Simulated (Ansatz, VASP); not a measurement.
Two plane-wave programs on CdTe

```
Te Cd
1.0
     0.00000    3.18349    3.18349
     3.18349    0.00000    3.18349
     3.18349    3.18349    0.00000
Te Cd
1 1
Direct
  0.75000 0.75000 0.75000
  0.00000 0.00000 0.00000
```

Alike in both runs: task single point; functional PBE; dispersion D3(BJ); k mesh 7 × 7 × 7; occupations fermi-dirac, width 0.05 eV; no spin polarisation.

```csv
,VASP,Ansatz
version,VASP 6.6.1,Ansatz 0.2.0
potentials or method,"VASP PAW PBE potentials, release 64 (Te, Cd)",Ansatz PAW
plane-wave cutoff (eV),520,420
valence electrons in the cell,18,36
```

```csv
,VASP,Ansatz,Ansatz less VASP
gap on the k mesh at the Fermi level (eV),0.94,0.93,-0.001
least direct gap on the mesh (eV),0.94,0.93,-0.001
pressure (GPa),3.5,3.3,-0.17
```

VASP's potentials hold 18 valence electrons a cell and Ansatz's 36, so a difference there can come from the potentials and not from the codes.

Neither program's run includes spin-orbit coupling. Noted on Ansatz's run: odd divisions of the mesh miss points on the zone boundary, where band edges often lie, so the gap on the mesh can be too wide.
